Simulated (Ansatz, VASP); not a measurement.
**Two plane-wave programs on PbS**

File POSCAR:

```
PbS
1.0
    3.6351320118      0.0000000000      0.0000000000
    0.0000000000      3.6351320118      0.0000000000
    0.0000000000      0.0000000000      3.6351320118
Pb S
1 1
Direct
    0.0000000000      0.0000000000      0.0000000000
    0.5000000000      0.5000000000      0.5000000000
```

INCAR.step1

```
SYSTEM = PbS
  PREC = Accurate
  ENCUT = 520
  EDIFF = 1E-5
  ISMEAR = -1
  SIGMA = 0.02
  LREAL = .FALSE.
  LASPH = .TRUE.
  NELM = 80
  ALGO = Normal
  ISIF = 2
  LWAVE = .TRUE.
  NBANDS = 17
  GGA = PE
```

Contents of INCAR.step2:

```
SYSTEM = PbS
  PREC = Accurate
  ENCUT = 520
  EDIFF = 1E-6
  ISMEAR = -1
  SIGMA = 0.02
  LREAL = .FALSE.
  LASPH = .TRUE.
  NELM = 80
  ALGO = Normal
  ISIF = 2
  LWAVE = .FALSE.
  LCHARG = .TRUE.
  GGA = PE
  LHFCALC = .TRUE.
  HFSCREEN = 0.2079
  PRECFOCK = Normal
  LELF = .TRUE.
  LVHAR = .TRUE.
  NBANDS = 17
  ISTART = 1
```

Contents of KPOINTS:

```
Automatic mesh
0
G
  4 4 4
  0 0 0
```

Input for Ansatz:

```yaml
crystal:
  lattice:
    - [3.6351320118, 0.0, 0.0]
    - [0.0, 3.6351320118, 0.0]
    - [0.0, 0.0, 3.6351320118]
  atoms:
    - { symbol: Pb, position: [0.0, 0.0, 0.0] }
    - { symbol: S, position: [0.5, 0.5, 0.5] }
kpoints:
  mp_grid: { grid: [4, 4, 4] }
hamiltonian:
  xc: hse06
scf:
  occupations: { method: fermi_dirac, width: 0.02 }
  n_extra_bands: 4
output:
  forces: true
  stress: true
  eigenvalues: true
basis:
  ecutwfc: 600
```

Alike in both runs: task single point; functional HSE06; k mesh 4 × 4 × 4; occupations fermi-dirac, width 0.02 eV; no spin polarisation.

|  | VASP | Ansatz |
| --- | --- | --- |
| version | VASP 6.6.1 | Ansatz 0.2.0 |
| potentials or method | VASP PAW PBE potentials, release 64 (Pb_d, S), cutoff 520 eV | plane waves |
| valence electrons in the cell | 20 | 20 |

|  | VASP | Ansatz | Ansatz less VASP |
| --- | --- | --- | --- |
| pressure (GPa) | -1.8 | -1.6 | +0.11 |

Ansatz's warnings: filled band counts differ across k points, stress exchange threshold loose, stress scf threshold loose.

The k mesh is coarse, so the values compare programs but aren't converged. Neither program's run includes spin-orbit coupling.
